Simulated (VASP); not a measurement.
The system is SiC5.

```
Si C
1.0
     2.38554    1.37729    3.45143
    -2.38554    1.37729    3.45143
     0.00000   -2.75459    3.45143
Si C
1 5
Direct
  0.00000 0.00000 0.00000
  0.37000 0.63000 0.00000
  0.33333 0.33333 0.33333
  0.00000 0.37000 0.63000
  0.66667 0.66667 0.66667
  0.63000 0.00000 0.37000
```

```yaml
Program: VASP 6.6.1
Task: relaxation of cell and atoms
Functional: PBE
Potentials_or_basis: VASP PAW PBE potentials, release 64 (Si, C)
Cutoff: 600 eV
k_mesh: 4 × 4 × 4
Occupations: gaussian, width 0.2 eV
Spin: no spin polarisation
```

At the start: pressure -12.9 GPa; volume 11.34 Å³/atom.

Question: How do energy, volume and symmetry change on relaxing?

Answer: Over 18 steps the energy falls by 78.8 meV/atom and the volume is 12.46 Å³/atom (+9.9 %); space group R32 (No. 155, to 0.05 Å).

The path:
```
step  energy change (eV)  largest force (eV/Å)  pressure (GPa)  volume (Å³)
   1              0.0000                1.8492          -12.92        68.04
   2              0.7978                2.0486           41.43        59.26
   3             -0.3615                0.8256            2.58        64.71
   4             -0.3628                0.7530            3.51        64.54
   5             -0.3715                0.8483           -0.56        66.04
   6             -0.3931                0.1445            1.21        65.34
   7             -0.4058                0.0876            0.43        66.13
   8             -0.4286                0.0839           -1.75        68.51
   9             -0.4172                0.4239           -5.37        73.35
  10             -0.4323                0.2151           -3.23        70.34
  11             -0.4363                0.2172           -2.96        70.49
  12             -0.4467                0.2215           -2.20        70.97
  13             -0.4607                0.2321           -0.66        71.90
  14             -0.4631                0.2566            2.41        73.73
  15             -0.4661                0.2458            1.15        72.99
  16             -0.4687                0.1561            0.96        73.38
  17             -0.4723                0.1079            0.39        74.54
  18             -0.4729                0.0741            0.07        74.76
```

Final structure:
```
CELL_PARAMETERS angstrom
2.32582 1.34282 3.98938
-2.32582 1.34282 3.98938
0.00000 -2.68563 3.98938
ATOMIC_POSITIONS crystal
Si 0.00000 0.00000 0.00000
C 0.38013 0.61987 0.00000
C 0.33375 0.33375 0.33375
C 0.00000 0.38013 0.61987
C 0.66625 0.66625 0.66625
C 0.61987 0.00000 0.38013
```

Caveat: the k points lie up to 0.41 Å⁻¹ apart in the final cell; the relaxation stopped at a loose force limit of 0.08 eV/Å, so its end isn't a converged minimum.
